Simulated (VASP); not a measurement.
# Si (P1) in VASP: single point with HSE06

Aim: the single point of Si with HSE06.

All numbers are computed with VASP 6.6.1; they aren't measurements. Logs are shortened: lines on timing, memory, paths and dates and some standing lists are left out, and cuts for length are marked.

**1. The cell of the first run**

The typed cell holds 15 atoms: a = 10.882 Å, b = 5.441 Å, c = 5.441 Å, α = 90.00°, β = 90.00°, γ = 90.00°.

**2. Single point, HSE06**

Contents of POSCAR:

```
Si
1.0
   10.8817200000      0.0000000000      0.0000000000
    0.0000000000      5.4408600000      0.0000000000
    0.0000000000      0.0000000000      5.4408600000
Si
15
Direct
    0.0005740000      0.9966860000      0.9921590000
    0.0028620000      0.5036580000      0.5014090000
    0.2539240000      0.0032970000      0.4986950000
    0.1204690000      0.2497770000      0.2512250000
    0.1247400000      0.7467910000      0.7517610000
    0.3744750000      0.2449760000      0.7545420000
    0.3679700000      0.7566100000      0.2540310000
    0.5017240000      0.9954420000      0.9968840000
    0.5043080000      0.4982360000      0.5079880000
    0.7511870000      0.9969860000      0.4993270000
    0.7489650000      0.5033010000      0.0024170000
    0.6236760000      0.2419470000      0.2570220000
    0.6274030000      0.7549770000      0.7402560000
    0.8762100000      0.2501360000      0.7411620000
    0.8705500000      0.7615670000      0.2525200000
```

Contents of INCAR.step1:

```
SYSTEM = Si
PREC = Accurate ; ENCUT = 400
EDIFF = 1E-5 ; ISMEAR = 0
SIGMA = 0.01 ; LREAL = .FALSE.
LASPH = .TRUE. ; NELM = 120
ALGO = Normal ; ISIF = 2
LWAVE = .TRUE. ; LCHARG = .FALSE.
NBANDS = 43 ; GGA = PE
NELECT = 62.0 ; GGA_COMPAT = .FALSE.
```

Contents of INCAR.step2:

```
SYSTEM = Si
PREC = Accurate ; ENCUT = 400
EDIFF = 1E-6 ; ISMEAR = 0
SIGMA = 0.01 ; LREAL = .FALSE.
LASPH = .TRUE. ; NELM = 120
ALGO = Normal ; ISIF = 2
LWAVE = .FALSE. ; LCHARG = .FALSE.
GGA = PE ; LHFCALC = .TRUE.
HFSCREEN = 0.2079 ; PRECFOCK = Fast
NBANDS = 43 ; ISTART = 1
NELECT = 62.0 ; GGA_COMPAT = .FALSE.
```

Contents of KPOINTS:

```
regular mesh
0
G
  1 1 1
  0 0 0
```

Potentials or basis: VASP PAW PBE potentials, release 64 (Si).

Run with:

```bash
$ cat potpaw_PBE.64/Si/POTCAR > POTCAR
$ cp INCAR.step1 INCAR
$ mpirun -np 1 vasp_gam > vasp.out
$ cp INCAR.step2 INCAR
$ mpirun -np 1 vasp_gam > vasp.out
```

OUTCAR:

```text
SYSTEM = Si
   PREC = Accurate
   ENCUT = 400
   EDIFF = 1E-6
   ISMEAR = 0
   LREAL = .FALSE.
   LASPH = .TRUE.
   NELM = 120
   ISIF = 2
   GGA = PE
   LHFCALC = .TRUE.
   HFSCREEN = 0.2079
   PRECFOCK = Fast
   ISTART = 1
   NELECT = 62.0

 ion  position               nearest neighbor table
   1  0.001  0.997  0.992-   5 2.32   4 2.36  14 2.37  15 2.38
   2  0.003  0.504  0.501-   5 2.32   4 2.32  14 2.35  15 2.42
   3  0.254  0.003  0.499-   7 2.26   6 2.32   4 2.39   5 2.41
   4  0.120  0.250  0.251-   2 2.32   1 2.36   3 2.39
   5  0.125  0.747  0.752-   2 2.32   1 2.32   3 2.41
   6  0.374  0.245  0.755-   3 2.32   8 2.35   9 2.39
   7  0.368  0.757  0.254-   3 2.26   8 2.40   9 2.47
   8  0.502  0.995  0.997-   6 2.35  13 2.35  12 2.36   7 2.40
   9  0.504  0.498  0.508-  13 2.31  12 2.34   6 2.39   7 2.47
  10  0.751  0.997  0.499-  15 2.27  13 2.29  12 2.33  14 2.34
  11  0.749  0.503  0.002-  15 2.36  13 2.38  12 2.41  14 2.42
  12  0.624  0.242  0.257-  10 2.33   9 2.34   8 2.36  11 2.41
  13  0.627  0.755  0.740-  10 2.29   9 2.31   8 2.35  11 2.38
  14  0.876  0.250  0.741-  10 2.34   2 2.35   1 2.37  11 2.42
  15  0.871  0.762  0.253-  10 2.27  11 2.36   1 2.38   2 2.42

  LATTYP: Found a simple tetragonal cell.
 ALAT       =     5.4408600000
 C/A-ratio  =     2.0000000000

  Lattice vectors:

 A1 = (   0.0000000000,   5.4408600000,   0.0000000000)
 A2 = (   0.0000000000,   0.0000000000,   5.4408600000)
 A3 = (  10.8817200000,   0.0000000000,   0.0000000000)

Analysis of symmetry for initial positions (statically):
=====================================================================
 Subroutine PRICEL returns:
 Original cell was already a primitive cell.

 Routine SETGRP: Setting up the symmetry group for a
 simple tetragonal supercell.

 Subroutine GETGRP returns: Found  1 space group operations
 (whereof  1 operations were pure point group operations)
 out of a pool of 16 trial point group operations.

The static configuration has the point symmetry C_1 .

Analysis of symmetry for dynamics (positions and initial velocities):
=====================================================================
 Subroutine PRICEL returns:
 Original cell was already a primitive cell.

 Routine SETGRP: Setting up the symmetry group for a
 simple tetragonal supercell.

 Subroutine GETGRP returns: Found  1 space group operations
 (whereof  1 operations were pure point group operations)
 out of a pool of 16 trial point group operations.

The dynamic configuration has the point symmetry C_1 .

 Subroutine INISYM returns: Found  1 space group operations
 (whereof  1 operations are pure point group operations),
 and found     1 'primitive' translations

----------------------------------------------------------------------------------------

                                     Primitive cell

  volume of cell :     322.1311

  direct lattice vectors                    reciprocal lattice vectors
    10.881720000  0.000000000  0.000000000     0.091897237  0.000000000  0.000000000
     0.000000000  5.440860000  0.000000000     0.000000000  0.183794474  0.000000000
     0.000000000  0.000000000  5.440860000     0.000000000  0.000000000  0.183794474

  length of vectors
    10.881720000  5.440860000  5.440860000     0.091897237  0.183794474  0.183794474

  position of ions in fractional coordinates (direct lattice)
     0.000574000  0.996686000  0.992159000
     0.002862000  0.503658000  0.501409000
     0.253924000  0.003297000  0.498695000
     0.120469000  0.249777000  0.251225000
     0.124740000  0.746791000  0.751761000
     0.374475000  0.244976000  0.754542000
     0.367970000  0.756610000  0.254031000
     0.501724000  0.995442000  0.996884000
     0.504308000  0.498236000  0.507988000
     0.751187000  0.996986000  0.499327000
     0.748965000  0.503301000  0.002417000
     0.623676000  0.241947000  0.257022000
     0.627403000  0.754977000  0.740256000
     0.876210000  0.250136000  0.741162000
     0.870550000  0.761567000  0.252520000

  ion indices of the primitive-cell ions
   primitive index   ion index
                 1           1
                 2           2
                 3           3
                 4           4
                 5           5
                 6           6
                 7           7
                 8           8
                 9           9
                10          10
                11          11
                12          12
                13          13
                14          14
                15          15

----------------------------------------------------------------------------------------

 KPOINTS: regular mesh

Automatic generation of k-mesh.
 Grid dimensions read from file:
 generate k-points for:    1    1    1

 Generating k-lattice:

  Cartesian coordinates                     Fractional coordinates (reciprocal lattice)
     0.091897237  0.000000000  0.000000000     1.000000000  0.000000000  0.000000000
     0.000000000  0.183794474  0.000000000     0.000000000  1.000000000  0.000000000
     0.000000000  0.000000000  0.183794474     0.000000000  0.000000000  1.000000000

  Length of vectors
     0.091897237  0.183794474  0.183794474

  Shift w.r.t. Gamma in fractional coordinates (k-lattice)
     0.000000000  0.000000000  0.000000000

 Subroutine IBZKPT returns following result:
 ===========================================

 Found      1 irreducible k-points:

 Following reciprocal coordinates:
            Coordinates               Weight
  0.000000  0.000000  0.000000      1.000000
   k-points           NKPTS =      1   k-points in BZ     NKDIM =      1   number of bands    NBANDS=     43
   number of dos      NEDOS =    301   number of ions     NIONS =     15
   total plane-waves  NPLWV =  93312
   dimension x,y,z NGX =    72 NGY =   36 NGZ =   36
   dimension x,y,z NGXF=   144 NGYF=   72 NGZF=   72
   ions per type =              15
   NGX,Y,Z   is equivalent  to a cutoff of  11.00, 11.00, 11.00 a.u.
   NGXF,Y,Z  is equivalent  to a cutoff of  22.00, 22.00, 22.00 a.u.
 SYSTEM =  Si
   PREC   = accura    normal or accurate (medium, high low for compatibility)
   ISTART =      1    job   : 0-new  1-cont  2-samecut
   ICHARG =      0    charge: 1-file 2-atom 10-const
   ISPIN  =      1    spin polarized calculation?
   LNONCOLLINEAR =      F non collinear calculations
   LSORBIT =      F    spin-orbit coupling
   LASPH  =      T    aspherical Exc in radial PAW
   ENCUT  =  400.0 eV  29.40 Ry    5.42 a.u.  17.75  8.87  8.87*2*pi/ulx,y,z
   NELM   =    120;   NELMIN=  2; NELMDL=  0     # of ELM steps
   EDIFF  = 0.1E-05   stopping-criterion for ELM
   LREAL  =      F    real-space projection
   EDIFFG = 0.1E-04   stopping-criterion for IOM
   NSW    =      0    number of steps for IOM
   IBRION =     -1    ionic relax: 0-MD 1-quasi-New 2-CG
   NFREE  =      0    steps in history (QN), initial steepest desc. (CG)
   ISIF   =      2    stress and relaxation
   ISYM   =      3    0-nonsym 1-usesym 2-fastsym
   POTIM  = 0.5000    time-step for ionic-motion
   TEBEG  =    0.0;   TEEND  =   0.0 temperature during run
   PSTRESS=    0.0 pullay stress
   NELECT =      62.0000    total number of electrons
   NUPDOWN=      -1.0000    fix difference up-down
   EMIN   =  10.00;   EMAX   =-10.00  energy-range for DOS
   EFERMI =   0.00;   METHOD = LEGACY
   ISMEAR =     0;   SIGMA  =   0.01  broadening in eV -4-tet -1-fermi 0-gaus
   EFERMI_NEDOS =   21; number of points for ismear=-14 and -15
   IALGO  =     38    algorithm
   IMIX   =      1    mixing-type and parameters
     AMIX     =   0.40;   BMIX     =  1.00
     AMIX_MAG =   1.60;   BMIX_MAG =  1.00
  volume/ion in A,a.u.               =      21.48       144.92
  Fermi-wavevector in a.u.,A,eV,Ry     =   0.945209  1.786186 12.155718  0.893420
  Thomas-Fermi vector in A             =   2.073088
   LORBIT       =      0    0 simple, 1 ext, 2 COOP (PROOUT), +10 PAW based schemes
   GGA     = PE    functional components
   LHFCALC =     T    Hartree Fock is set to
   PRECFOCK=fast      Normal, Fast or Accurate (Low or Medium for compatibility)
   ENCUT4O =  -1.0   cutoff for four orbital integrals eV
   NKREDX  =     1    reduce k-point grid by
   NKREDY  =     1    reduce k-point grid by
   NKREDZ  =     1    reduce k-point grid by
   AEXX    =    0.2500 exact exchange contribution
   HFSCREEN=    0.2079 screening length (either q_TF or 0.3 A-1)
   HFSCREENC=   0.2079 screening length for correlation (either q_TF or 0.3 A-1)
   ENCUTFOCK=  -1.0 apply spherical cutoff to Coloumb kernel
   IVDW    =     0    specifies the selected vdW correction
   LEPSILON=     F    determine dielectric tensor
   LRPA    =     F    only Hartree local field effects (RPA)
 non-spin polarized calculation
 Gauss-broadening in eV      SIGMA  =   0.01
  energy-cutoff  :      400.00
  volume of cell :      322.13
 maximum number of plane-waves:      2926
 NGX is ok and might be reduce to    70
  NGX = 36; NGY = 18; NGZ = 18

 number of electron      61.9999999 magnetization

 Free energy of the ion-electron system (eV)
  ---------------------------------------------------
  ext. energy  EPLUGINS =         0.00000000
  ---------------------------------------------------
  free energy    TOTEN  =       -74.17565326 eV

  energy without entropy =      -74.17565326  energy(sigma->0) =      -74.17565326

 E-fermi :   5.8598     XC(G=0):  -7.7297

 val. band max:        5.7851038602   @ k =   0.0000   0.0000   0.0000
 cond. band min:       6.1605537586   @ k =   0.0000   0.0000   0.0000
 fundamental gap:      0.3754498984
 Fermi energy:         5.8597726474

 k-point     1 :       0.0000    0.0000    0.0000
  band No.  band energies     occupation
      1      -8.3719      2.00000
      2      -7.2089      2.00000
      3      -6.8298      2.00000
      4      -4.1550      2.00000
      5      -3.9966      2.00000
      6      -3.9663      2.00000
[... 35 lines left out ...]
     42       8.6086      0.00000
     43       8.6805      0.00000

------------------------ aborting loop because EDIFF is reached ----------------------------------------

  FORCE on cell =-STRESS in cart. coord.  units (eV):
  Direction    XX          YY          ZZ          XY          YZ          ZX
  --------------------------------------------------------------------------------------
  -------------------------------------------------------------------------------------
  Total        4.2556854     23.6170691     27.4478966     -1.7853974      3.5701239     -0.9383386
  in kB       21.1664221    117.4637693    136.5170836     -8.8799971     17.7566577     -4.6669969
  external PRESSURE =      91.7157583 kB  Pullay stress =       0.0000000 kB

 VOLUME and BASIS-vectors are now :
 -----------------------------------------------------------------------------
  energy-cutoff  :      400.00
  volume of cell :      322.13
      direct lattice vectors                 reciprocal lattice vectors
    10.881720000  0.000000000  0.000000000     0.091897237  0.000000000  0.000000000
     0.000000000  5.440860000  0.000000000     0.000000000  0.183794474  0.000000000
     0.000000000  0.000000000  5.440860000     0.000000000  0.000000000  0.183794474

 POSITION                                       TOTAL-FORCE (eV/Angst)
 -----------------------------------------------------------------------------------
      0.00625      5.42283      5.39820        -0.010018      0.162552     -0.496671
      0.03114      2.74033      2.72810         0.187177     -0.013559      0.259286
      2.76313      0.01794      2.71333        -1.548575      0.314493      0.473252
      1.31091      1.35900      1.36688        -0.575841     -0.134492      0.445360
      1.35739      4.06319      4.09023        -0.087186      0.129045     -0.606603
      4.07493      1.33288      4.10536         0.970480      0.366630     -0.559353
      4.00415      4.11661      1.38215         1.107678     -0.772167      0.088163
      5.45962      5.41606      5.42391         0.611883     -0.157177     -0.085250
      5.48774      2.71083      2.76389        -0.444172      0.035437     -0.324862
      8.17421      5.42446      2.71677        -0.783108      0.690448      0.372452
      8.15003      2.73839      0.01315        -0.425993     -0.624920     -0.377124
      6.78667      1.31640      1.39842        -0.075094      0.740320     -0.316839
      6.82722      4.10772      4.02763         0.475555     -0.313824      1.192539
      9.53467      1.36095      4.03256         0.342588      0.297817      0.571120
      9.47308      4.14358      1.37393         0.254626     -0.720601     -0.635470
 -----------------------------------------------------------------------------------
    total drift:                                0.000036     -0.000579      0.000594

  FREE ENERGIE OF THE ION-ELECTRON SYSTEM (eV)
  ---------------------------------------------------
  free  energy   TOTEN  =       -74.1756532590 eV

  energy  without entropy=      -74.1756532590  energy(sigma->0) =      -74.17565326
```

Run time: 3 min. Hardware: 1 thread of Intel Xeon 8259CL, shared host; peak memory 0.36 GiB.

Results:

| Property | Result |
| --- | --- |
| Free energy | -74.1757 eV |
| Largest force | 1.650 eV/Å |

Forces in eV/Å, atoms in the order of the input:
```
Si  -0.010  0.163 -0.497
Si   0.187 -0.014  0.259
Si  -1.549  0.314  0.473
Si  -0.576 -0.134  0.445
Si  -0.087  0.129 -0.607
Si   0.970  0.367 -0.559
Si   1.108 -0.772  0.088
Si   0.612 -0.157 -0.085
Si  -0.444  0.035 -0.325
Si  -0.783  0.690  0.372
Si  -0.426 -0.625 -0.377
Si  -0.075  0.740 -0.317
Si   0.476 -0.314  1.193
Si   0.343  0.298  0.571
Si   0.255 -0.721 -0.635
```

Caveat: the k points lie up to 1.15 Å⁻¹ apart, too coarse for converged energies, forces and pressures; the cell carries a net charge on a neutralising background, which shifts energy and pressure; the cell is charged against a uniform background, so pressure and absolute levels hang on convention; the PAW data sets were made with another functional, which shifts forces and pressure a little.
